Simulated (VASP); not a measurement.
Here is a VASP 6.6.1 calculation.

The input INCAR:

```
SYSTEM = Sr8Ti8O23
ALGO = Normal ; EDIFF = 1E-6
ENCUT = 520 ; GGA = PE
ISIF = 2 ; ISMEAR = 0
LASPH = .TRUE. ; LCHARG = .FALSE.
LREAL = Auto ; LWAVE = .FALSE.
NBANDS = 182 ; NELECT = 312.0
NELM = 60 ; PREC = Accurate
SIGMA = 0.02
```

The input KPOINTS:

```
Automatic mesh
0
Gamma
  2 2 2
  0.5 0.5 0.5
```

Contents of POSCAR:

```
Sr8Ti8O23
1.0
    0.0000000000      0.0000000000     -7.8728082298
    0.0000000000     -7.8728082298      0.0000000000
   -7.8728082298      0.0000000000      0.0000000000
Sr Ti O
8 8 23
Direct
    0.2387882373      0.2432792650      0.2567207204
    0.7612117335      0.2432792650      0.2567207204
    0.2381103344      0.7551619227      0.2562577344
    0.7618896364      0.7551619227      0.2562577344
    0.2381103344      0.2437422510      0.7448380335
    0.7618896364      0.2437422510      0.7448380335
    0.2373638409      0.7556246547      0.7443754286
    0.7626361299      0.7556246547      0.7443754286
    0.0000000000      0.0000880245      0.4999119609
    0.4999999854      0.0001548367      0.4998451487
    0.0000000000      0.4997666506      0.4990384479
    0.4999999854      0.4915303265      0.5203290720
    0.0000000000      0.0009616645      1.0002334326
    0.4999999854     -0.0203290866      1.0084696297
    0.0000000000      0.4985288458      1.0014712374
    0.4999999854      0.5105156740      0.9894842822
    0.4999999854      0.3532317718      0.1467682136
    0.9999999708      0.5053294687      0.2423040095
    0.4999999854      1.0008554470      0.2541667397
    0.9999999708      1.0004376799      0.2498860562
    0.4999999854      0.4683918231      0.7519023488
    0.9999999708      0.5036440472      0.7372042898
    0.4999999854      1.0011336197      0.7605996266
    0.9999999708      1.0021687014      0.7502028282
    0.9999999708      0.2576959759     -0.0053294833
    0.4999999854      0.7480977344      0.0316081623
    0.9999999708      0.7627957934     -0.0036440618
    0.4999999854      0.2458332457      0.4991446362
    0.9999999708      0.2501139292      0.4995624033
    0.4999999854      0.7394003296      0.4988663366
    0.9999999708      0.7497971280      0.4978312548
    0.2569710758      0.4973179691      0.4802417244
    0.7430288951      0.4973179691      0.4802417244
    0.2492898268      0.9968168627      0.5031830936
    0.7507101440      0.9968168627      0.5031830936
    0.2498720841      0.5157270292      0.9842730540
    0.7501278867      0.5157270292      0.9842730540
    0.2569710758      1.0197582318      1.0026819871
    0.7430288951      1.0197582318      1.0026819871
```

Potentials or basis: VASP PAW PBE potentials, release 64 (Sr_sv, Ti_sv, O).

Run with:

```bash
$ cat potpaw_PBE.64/Sr_sv/POTCAR potpaw_PBE.64/Ti_sv/POTCAR potpaw_PBE.64/O/POTCAR > POTCAR
$ mpirun -np 1 vasp_std > vasp.out
```

**Question.** Predict the largest force.

**Answer.** 0.090 eV/Å.

Forces on the atoms (eV/Å):
```
Sr  -0.011  0.011  0.025
Sr  -0.011  0.011 -0.025
Sr  -0.005  0.008 -0.016
Sr  -0.005  0.008  0.016
Sr  -0.008  0.005 -0.016
Sr  -0.008  0.005  0.016
Sr  -0.006  0.006 -0.022
Sr  -0.006  0.006  0.022
Ti  -0.002  0.002  0.000
Ti   0.008 -0.008  0.000
Ti   0.055  0.015  0.000
Ti   0.042 -0.025  0.000
Ti  -0.015 -0.055  0.000
Ti   0.025 -0.042  0.000
Ti   0.027 -0.027  0.000
Ti   0.047 -0.047  0.000
O   -0.064  0.064  0.000
O   -0.014 -0.002  0.000
O    0.008  0.001  0.000
O    0.021 -0.010  0.000
O   -0.022 -0.002  0.000
O   -0.071 -0.008  0.000
O   -0.013 -0.008  0.000
O   -0.004 -0.010  0.000
O    0.002  0.014  0.000
O    0.002  0.022  0.000
O    0.008  0.071  0.000
O   -0.001 -0.008  0.000
O    0.010 -0.021  0.000
O    0.008  0.013  0.000
O    0.010  0.004  0.000
O    0.004 -0.001  0.012
O    0.004 -0.001 -0.012
O   -0.002  0.002 -0.004
O   -0.002  0.002  0.004
O   -0.005  0.005  0.017
O   -0.005  0.005 -0.017
O    0.001 -0.004  0.012
O    0.001 -0.004 -0.012
```

Caveat: the cell carries a net charge on a neutralising background, which shifts energy and pressure.
